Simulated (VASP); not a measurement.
Runs of VASP 6.6.1 on InSb3. The structure is that of space group Fm-3m (No. 225), or close to it. The cells are those of the table. 

```csv
level,spin,cell,k mesh,smearing,gap on the mesh (eV),pressure (GPa),moment (μB)
PBE,"non-collinear, zero start, SOC","a = 5.366 Å, angles 60.0°, 4 atoms",5 × 5 × 5,gaussian 0.05 eV,-,(a),0.00
PBEsol,"non-collinear, zero start, SOC","a = 5.366 Å, angles 60.0°, 4 atoms",6 × 6 × 6,fermi-dirac 0.05 eV,-,-3.0,0.00
PBE,off,"a = 5.437 Å, angles 60.0°, 4 atoms",6 × 6 × 6,fermi-dirac 0.05 eV,none,-2.0,-
PBE,off,"a = 5.472 Å, angles 60.0°, 4 atoms",6 × 6 × 6,fermi-dirac 0.05 eV,none,-2.8,-
```

Alike in all rows: potentials or basis VASP PAW PBE potentials, release 64 (Sb, In_d); cutoff (eV) 520.

Q: Estimate the missing entries.

A: (a) 0.2.

Caveats: spin-orbit coupling is left out, which moves the levels of the heavy elements (at least some runs); the PAW data sets were made with another functional, which shifts forces and pressure a little (at least some runs).

A k mesh can miss the band edges, and rows without SOC leave out spin-orbit coupling on In, Sb.

A gap of «none» marks levels without a gap at the run's occupations.
